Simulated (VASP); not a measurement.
# CuNiCO (P4/nmm) in VASP: single point with r2SCAN

Aim: the single point of CuNiCO with r2SCAN.

Program: VASP 6.6.1. These are calculated values, not measurements. Logs are shortened: lines on timing, memory, paths and dates and some standing lists are left out, and cuts for length are marked.

### 1 The cell of the first run

It takes space group P4/nmm (No. 129, tetragonal). The conventional cell has a = 3.402 Å, b = 3.402 Å, c = 7.695 Å, α = 90.00°, β = 90.00°, γ = 90.00°. Within 2.8 Å of Cu (site symmetry -4m2) lie 4 C at 2.08 Å and 4 Cu at 2.41 Å. Within 2.8 Å of C (site symmetry 4mm) lie 4 Cu at 2.08 Å. Ni (site symmetry -4m2) has 4 O at 1.79 Å and 4 Ni at 2.41 Å within 2.5 Å. Within 2.4 Å of O (site symmetry 4mm) lie 4 Ni at 1.79 Å.

### 2 Single point, r2SCAN

The input, POSCAR:

```
CuNiCO
1.0
    3.4018710700      0.0000000000      0.0000000000
    0.0000000000      3.4018710700      0.0000000000
    0.0000000000      0.0000000000      7.6949096800
Cu C Ni O
2 2 2 2
Direct
    0.7500000000      0.2500000000      0.5000000000
    0.2500000000      0.7500000000      0.5000000000
    0.2500000000      0.2500000000      0.3442000000
    0.7500000000      0.7500000000      0.6558000000
    0.2500000000      0.7500000000      0.0000000000
    0.7500000000      0.2500000000      0.0000000000
    0.2500000000      0.2500000000      0.9256000000
    0.7500000000      0.7500000000      0.0744000000
```

The input, INCAR.step1:

```
ALGO     = Normal         # electronic algorithm
EDIFF    = 1E-4           # SCF threshold, eV
ENCUT    = 520            # plane-wave cutoff, eV
GGA      = PE             # functional
ISMEAR   = -1             # smearing method
LASPH    = True           # aspherical terms in the spheres
LCHARG   = False          # write CHGCAR
LREAL    = False          # projectors in reciprocal space
LWAVE    = True           # write WAVECAR
NBANDS   = 41             # bands
NELM     = 60             # most SCF steps
PREC     = Accurate       # precision mode
SIGMA    = 0.1            # smearing width, eV
```

The input, INCAR.step2:

```
ALGO     = Normal         # electronic algorithm
EDIFF    = 1E-6           # SCF threshold, eV
ENCUT    = 520            # plane-wave cutoff, eV
ISIF     = 2              # what is computed and relaxed
ISMEAR   = -1             # smearing method
ISTART   = 1            
LASPH    = True           # aspherical terms in the spheres
LCHARG   = False          # write CHGCAR
LMIXTAU  = True         
LREAL    = False          # projectors in reciprocal space
LWAVE    = False          # write WAVECAR
METAGGA  = R2SCAN         # meta-GGA
NBANDS   = 41             # bands
NELM     = 60             # most SCF steps
PREC     = Accurate       # precision mode
SIGMA    = 0.1            # smearing width, eV
```

The input, KPOINTS:

```
k-points
0
Gamma
  10 10 5
```

Potentials or basis: VASP PAW PBE potentials, release 64 (Cu, C, Ni, O).

The run is started by

```console
$ cat potpaw_PBE.64/Cu/POTCAR potpaw_PBE.64/C/POTCAR potpaw_PBE.64/Ni/POTCAR potpaw_PBE.64/O/POTCAR > POTCAR
$ cp INCAR.step1 INCAR
$ mpirun -np 1 vasp_std > vasp.out
$ cp INCAR.step2 INCAR
$ mpirun -np 1 vasp_std > vasp.out
```

OUTCAR:

```text
EDIFF = 1E-6
   ENCUT = 520
   ISIF = 2
   ISMEAR = -1
   ISTART = 1
   LASPH = True
   LREAL = False
   METAGGA = R2SCAN
   NELM = 60
   PREC = Accurate

 ion  position               nearest neighbor table
   1  0.750  0.250  0.500-   3 2.08   4 2.08   4 2.08   3 2.08   2 2.41   2 2.41   2 2.41   2 2.41

   2  0.250  0.750  0.500-   3 2.08   4 2.08   3 2.08   4 2.08   1 2.41   1 2.41   1 2.41   1 2.41

   3  0.250  0.250  0.344-   1 2.08   2 2.08   2 2.08   1 2.08
   4  0.750  0.750  0.656-   1 2.08   2 2.08   1 2.08   2 2.08
   5  0.250  0.750  0.000-   7 1.79   8 1.79   7 1.79   8 1.79   6 2.41   6 2.41   6 2.41   6 2.41

   6  0.750  0.250  0.000-   7 1.79   8 1.79   8 1.79   7 1.79   5 2.41   5 2.41   5 2.41   5 2.41

   7  0.250  0.250  0.926-   5 1.79   6 1.79   5 1.79   6 1.79
   8  0.750  0.750  0.074-   5 1.79   6 1.79   6 1.79   5 1.79

  LATTYP: Found a simple tetragonal cell.
 ALAT       =     3.4018710700
 C/A-ratio  =     2.2619639374

  Lattice vectors:

 A1 = (   3.4018710700,   0.0000000000,   0.0000000000)
 A2 = (   0.0000000000,   3.4018710700,   0.0000000000)
 A3 = (   0.0000000000,   0.0000000000,   7.6949096800)

Analysis of symmetry for initial positions (statically):
=====================================================================
 Subroutine PRICEL returns:
 Original cell was already a primitive cell.

 Routine SETGRP: Setting up the symmetry group for a
 simple tetragonal supercell.

 Subroutine GETGRP returns: Found 16 space group operations
 (whereof  4 operations were pure point group operations)
 out of a pool of 16 trial point group operations.

The static configuration has the point symmetry C_2h.
 The point group associated with its full space group is D_4h.

Analysis of symmetry for dynamics (positions and initial velocities):
=====================================================================
 Subroutine PRICEL returns:
 Original cell was already a primitive cell.

 Routine SETGRP: Setting up the symmetry group for a
 simple tetragonal supercell.

 Subroutine GETGRP returns: Found 16 space group operations
 (whereof  4 operations were pure point group operations)
 out of a pool of 16 trial point group operations.

The dynamic configuration has the point symmetry C_2h.
 The point group associated with its full space group is D_4h.

 Subroutine INISYM returns: Found 16 space group operations
 (whereof  4 operations are pure point group operations),
 and found     1 'primitive' translations

----------------------------------------------------------------------------------------

                                     Primitive cell

  volume of cell :      89.0511

  direct lattice vectors                    reciprocal lattice vectors
     3.401871070  0.000000000  0.000000000     0.293955879  0.000000000  0.000000000
     0.000000000  3.401871070  0.000000000     0.000000000  0.293955879  0.000000000
     0.000000000  0.000000000  7.694909680     0.000000000  0.000000000  0.129956041

  length of vectors
     3.401871070  3.401871070  7.694909680     0.293955879  0.293955879  0.129956041

  position of ions in fractional coordinates (direct lattice)
     0.750000000  0.250000000  0.500000000
     0.250000000  0.750000000  0.500000000
     0.250000000  0.250000000  0.344200000
     0.750000000  0.750000000  0.655800000
     0.250000000  0.750000000  0.000000000
     0.750000000  0.250000000  0.000000000
     0.250000000  0.250000000  0.925600000
     0.750000000  0.750000000  0.074400000

  ion indices of the primitive-cell ions
   primitive index   ion index
                 1           1
                 2           2
                 3           3
                 4           4
                 5           5
                 6           6
                 7           7
                 8           8

----------------------------------------------------------------------------------------

 KPOINTS: k-points

Automatic generation of k-mesh.
 Grid dimensions read from file:
 generate k-points for:   10   10    5

 Generating k-lattice:

  Cartesian coordinates                     Fractional coordinates (reciprocal lattice)
     0.029395588  0.000000000  0.000000000     0.100000000  0.000000000  0.000000000
     0.000000000  0.029395588  0.000000000     0.000000000  0.100000000  0.000000000
     0.000000000  0.000000000  0.025991208     0.000000000  0.000000000  0.200000000

  Length of vectors
     0.029395588  0.029395588  0.025991208

  Shift w.r.t. Gamma in fractional coordinates (k-lattice)
     0.000000000  0.000000000  0.000000000

 Subroutine IBZKPT returns following result:
 ===========================================

 Found     63 irreducible k-points:

 Following reciprocal coordinates:
            Coordinates               Weight
  0.000000  0.000000  0.000000      1.000000
  0.100000  0.000000  0.000000      4.000000
  0.200000  0.000000  0.000000      4.000000
  0.300000  0.000000  0.000000      4.000000
  0.400000  0.000000  0.000000      4.000000
  0.500000  0.000000  0.000000      2.000000
[... 16 lines left out ...]
  0.100000  0.000000  0.200000      8.000000
  0.200000  0.000000  0.200000      8.000000
 [... further k-points ...]
   k-points           NKPTS =     63   k-points in BZ     NKDIM =     63   number of bands    NBANDS=     41
   number of dos      NEDOS =    301   number of ions     NIONS =      8
   total plane-waves  NPLWV =  47040
   dimension x,y,z NGX =    28 NGY =   28 NGZ =   60
   dimension x,y,z NGXF=    56 NGYF=   56 NGZF=  120
   ions per type =               2   2   2   2
   NGX,Y,Z   is equivalent  to a cutoff of  13.68, 13.68, 12.96 a.u.
   NGXF,Y,Z  is equivalent  to a cutoff of  27.37, 27.37, 25.93 a.u.
 SYSTEM =  unknown system
   PREC   = accura    normal or accurate (medium, high low for compatibility)
   ISTART =      1    job   : 0-new  1-cont  2-samecut
   ICHARG =      0    charge: 1-file 2-atom 10-const
   ISPIN  =      1    spin polarized calculation?
   LNONCOLLINEAR =      F non collinear calculations
   LSORBIT =      F    spin-orbit coupling
   LASPH  =      T    aspherical Exc in radial PAW
   ENCUT  =  520.0 eV  38.22 Ry    6.18 a.u.   6.33  6.33 14.31*2*pi/ulx,y,z
   NELM   =     60;   NELMIN=  2; NELMDL=  0     # of ELM steps
   EDIFF  = 0.1E-05   stopping-criterion for ELM
   LREAL  =      F    real-space projection
   EDIFFG = 0.1E-04   stopping-criterion for IOM
   NSW    =      0    number of steps for IOM
   IBRION =     -1    ionic relax: 0-MD 1-quasi-New 2-CG
   NFREE  =      0    steps in history (QN), initial steepest desc. (CG)
   ISIF   =      2    stress and relaxation
   ISYM   =      2    0-nonsym 1-usesym 2-fastsym
   POTIM  = 0.5000    time-step for ionic-motion
   TEBEG  =    0.0;   TEEND  =   0.0 temperature during run
   PSTRESS=    0.0 pullay stress
   NELECT =      62.0000    total number of electrons
   NUPDOWN=      -1.0000    fix difference up-down
   EMIN   =  10.00;   EMAX   =-10.00  energy-range for DOS
   EFERMI =   0.00;   METHOD = LEGACY
   ISMEAR =    -1;   SIGMA  =   0.10  broadening in eV -4-tet -1-fermi 0-gaus
   EFERMI_NEDOS =   21; number of points for ismear=-14 and -15
   IALGO  =     38    algorithm
   IMIX   =      4    mixing-type and parameters
     AMIX     =   0.40;   BMIX     =  1.00
     AMIX_MAG =   1.60;   BMIX_MAG =  1.00
  volume/ion in A,a.u.               =      11.13        75.12
  Fermi-wavevector in a.u.,A,eV,Ry     =   1.450972  2.741939 28.644608  2.105319
  Thomas-Fermi vector in A             =   2.568523
   LORBIT       =      0    0 simple, 1 ext, 2 COOP (PROOUT), +10 PAW based schemes
   METAGGA = R2SCAN    functional components
   LHFCALC =     F    Hartree Fock is set to
   AEXX    =    0.0000 exact exchange contribution
   IVDW    =     0    specifies the selected vdW correction
   LEPSILON=     F    determine dielectric tensor
   LRPA    =     F    only Hartree local field effects (RPA)
 non-spin polarized calculation
  energy-cutoff  :      520.00
  volume of cell :       89.05
 maximum number of plane-waves:      2423
 NGX is ok and might be reduce to    28
   NGX = 13   NGY = 13   NGZ = 29

 number of electron      62.0000015 magnetization

 Free energy of the ion-electron system (eV)
  ---------------------------------------------------
  ext. energy  EPLUGINS =         0.00000000
  ---------------------------------------------------
  free energy    TOTEN  =       -70.16754239 eV

  energy without entropy =      -70.03643286  energy(sigma->0) =      -70.10198763

 E-fermi :   5.3209     XC(G=0): -12.0471

 val. band max:        5.3194261758   @ k =   0.1000   0.0000   0.4000
 cond. band min:       5.3244108387   @ k =   0.4000   0.3000   0.4000
 fundamental gap:      0.0049846629
 Fermi energy:         5.3209239223

 k-point     1 :       0.0000    0.0000    0.0000
  band No.  band energies     occupation
      1     -17.6118      2.00000
      2     -16.4230      2.00000
      3      -7.5973      2.00000
      4      -5.7378      2.00000
      5      -2.0858      2.00000
      6      -2.0858      2.00000
[... 33 lines left out ...]
     40      14.0593      0.00000
     41      14.0846      0.00000

 k-point     2 :       0.1000    0.0000    0.0000
  band No.  band energies     occupation
      1     -17.5554      2.00000
      2     -16.4182      2.00000
      3      -7.5072      2.00000
      4      -5.7188      2.00000
      5      -2.2270      2.00000
      6      -2.1053      2.00000
[... 33 lines left out ...]
     40      13.9737      0.00000
     41      14.3544      0.00000

 k-point     3 :       0.2000    0.0000    0.0000
  band No.  band energies     occupation
      1     -17.3967      2.00000
      2     -16.4144      2.00000
      3      -7.2497      2.00000
      4      -5.6808      2.00000
      5      -2.4949      2.00000
      6      -2.2926      2.00000
[... 33 lines left out ...]
     40      13.5435      0.00000
     41      15.0460      0.00000

 k-point     4 :       0.3000    0.0000    0.0000
  band No.  band energies     occupation
      1     -17.1670      2.00000
      2     -16.4389      2.00000
      3      -6.8653      2.00000
      4      -5.6776      2.00000
      5      -2.7822      2.00000
      6      -2.7159      2.00000
[... 825 lines left out ...]
     40      14.0987      0.00000
     41      14.1819      0.00000

 k-point    23 :       0.1000    0.0000    0.2000
  band No.  band energies     occupation
      1     -17.5554      2.00000
      2     -16.4182      2.00000
      3      -7.5157      2.00000
      4      -5.6992      2.00000
      5      -2.2271      2.00000
      6      -2.1057      2.00000
[... 33 lines left out ...]
     40      14.1467      0.00000
     41      14.3875      0.00000

 k-point    24 :       0.2000    0.0000    0.2000
  band No.  band energies     occupation
      1     -17.3967      2.00000
      2     -16.4144      2.00000
      3      -7.2579      2.00000
      4      -5.6643      2.00000
      5      -2.4964      2.00000
      6      -2.2886      2.00000
[... 33 lines left out ...]
     40      13.9185      0.00000
     41      15.0360      0.00000

 [... further k-points ...]

------------------------ aborting loop because EDIFF is reached ----------------------------------------

  FORCE on cell =-STRESS in cart. coord.  units (eV):
  Direction    XX          YY          ZZ          XY          YZ          ZX
  --------------------------------------------------------------------------------------
  -------------------------------------------------------------------------------------
  Total       15.7323950     15.7323950     -6.9174656     -0.0000000      0.0000000     -0.0000000
  in kB      283.0519801    283.0519801   -124.4567228     -0.0000000      0.0000000     -0.0000000
  external PRESSURE =     147.2157458 kB  Pullay stress =       0.0000000 kB

 VOLUME and BASIS-vectors are now :
 -----------------------------------------------------------------------------
  energy-cutoff  :      520.00
  volume of cell :       89.05
      direct lattice vectors                 reciprocal lattice vectors
     3.401871070  0.000000000  0.000000000     0.293955879  0.000000000  0.000000000
     0.000000000  3.401871070  0.000000000     0.000000000  0.293955879  0.000000000
     0.000000000  0.000000000  7.694909680     0.000000000  0.000000000  0.129956041

 POSITION                                       TOTAL-FORCE (eV/Angst)
 -----------------------------------------------------------------------------------
      2.55140      0.85047      3.84745         0.000000     -0.000000     -0.000000
      0.85047      2.55140      3.84745        -0.000000      0.000000     -0.000000
      0.85047      0.85047      2.64859        -0.000000     -0.000000      2.481223
      2.55140      2.55140      5.04632         0.000000     -0.000000     -2.481223
      0.85047      2.55140      0.00000         0.000000     -0.000000     -0.000000
      2.55140      0.85047      0.00000        -0.000000     -0.000000     -0.000000
      0.85047      0.85047      7.12241        -0.000000      0.000000     -0.560916
      2.55140      2.55140      0.57250         0.000000      0.000000      0.560916
 -----------------------------------------------------------------------------------
    total drift:                                0.000000      0.000000     -0.000000

  FREE ENERGIE OF THE ION-ELECTRON SYSTEM (eV)
  ---------------------------------------------------
  free  energy   TOTEN  =       -70.1675423877 eV

  energy  without entropy=      -70.0364328649  energy(sigma->0) =      -70.10198763
```

It took 9.5 min on 1 thread of Intel Xeon Platinum 8488C (Sapphire Rapids), shared host; peak memory 0.36 GiB.

What came out:

| Property | Result |
| --- | --- |
| Free energy | -70.1675 eV |
| Pressure | 14.7 GPa |
| Largest force | 2.481 eV/Å |
| Band gap on the k mesh | zero (bands 31 and 32 overlap by 1.70 eV) |

Forces on the atoms (eV/Å):
```
Cu   0.000  0.000  0.000
Cu   0.000  0.000  0.000
C    0.000  0.000  2.481
C    0.000  0.000 -2.481
Ni   0.000  0.000  0.000
Ni   0.000  0.000  0.000
O    0.000  0.000 -0.561
O    0.000  0.000  0.561
```

Caveat: the stress differs along the axes, from -12 to 28 GPa; the PAW data sets were made with another functional, which shifts forces and pressure a little; the run has no spin polarisation, though such a crystal can be magnetic. With open d or f shells a metallic result of r2SCAN can be an artefact of self-interaction; +U or a hybrid may open a gap.
